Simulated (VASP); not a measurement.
A run of VASP 6.6.1:

File INCAR:

```
SYSTEM = Si12C13F2
ALGO     = Normal         ! electronic algorithm
EDIFF    = 1E-7           ! SCF threshold, eV
ENCUT    = 520            ! plane-wave cutoff, eV
GGA      = PE             ! functional
ISIF     = 2              ! what is computed and relaxed
ISMEAR   = -1             ! smearing method
LASPH    = .True.         ! aspherical terms in the spheres
LCHARG   = .False.        ! write CHGCAR
LREAL    = Auto         
LWAVE    = .False.        ! write WAVECAR
NBANDS   = 76             ! bands
NELM     = 60             ! most SCF steps
PREC     = Accurate       ! precision mode
SIGMA    = 0.1            ! smearing width, eV
```

Contents of KPOINTS:

```
k-points
0
Gamma
  4 4 1
  0 0 0
```

File POSCAR:

```
Si12C13F2
1.0
    6.1490010000      0.0000000000      0.0000000000
    3.0745000000      5.3251910000      0.0000000000
    0.0000000000      0.0000000000     18.6482180000
Si C F
12 13 2
Direct
    0.0000000000      0.0000000000      0.0536244300
    0.0000000400      0.4999999700      0.0536244300
    0.5000000400      0.9999999400      0.0536244300
    0.5000000000      0.4999999700      0.0536244300
    0.6663637447      0.6685199605      0.1917874104
    0.6667294945      0.1666169766      0.1916188921
    0.1652267508      0.6683904878      0.1917889090
    0.1673332215      0.1653522335      0.1913436754
    0.3407007091      0.3185777851      0.3275642446
    0.3319814368      0.8357798414      0.3292895525
    0.8404896764      0.3189811198      0.3275426053
    0.8302599359      0.8398563215      0.3305560159
    0.1666666700      0.1666666600      0.0872780300
    0.1666667000      0.6666666300      0.0872780300
    0.6666666300      0.1666666600      0.0872780300
    0.6666666700      0.6666666300      0.0872780300
    0.8331633672      0.8337369216      0.2230522375
    0.8334753627      0.3355943092      0.2237593708
    0.3342011937      0.8316042798      0.2225196465
    0.3310817312      0.3354293175      0.2237580794
    0.5024220484      0.4949855045      0.3581676111
    0.5015763413      0.9942174728      0.3534392342
   -0.0001514464      0.5010360559      0.3615412122
    0.0040949314      0.9947506432      0.3535899763
   -0.0241294491      0.5445374432      0.4371560977
    0.5028184488      0.4941041861      0.4353108505
    0.0807508709      0.3477616567      0.4797947927
```

Potentials or basis: VASP PAW PBE potentials, release 64 (Si, C, F).

The run is started by

```console
$ cat potpaw_PBE.64/Si/POTCAR potpaw_PBE.64/C/POTCAR potpaw_PBE.64/F/POTCAR > POTCAR
$ mpirun -np 1 vasp_std > vasp.out
```

Hardware: 1 thread of Intel Xeon 8259CL, on a shared host.

Task: How long does it take, and how much memory?

Result: It took 46 min on 1 thread of Intel Xeon 8259CL, with other jobs on the host, peak memory 0.82 GiB. Counts: scf iterations 34, k points 10.
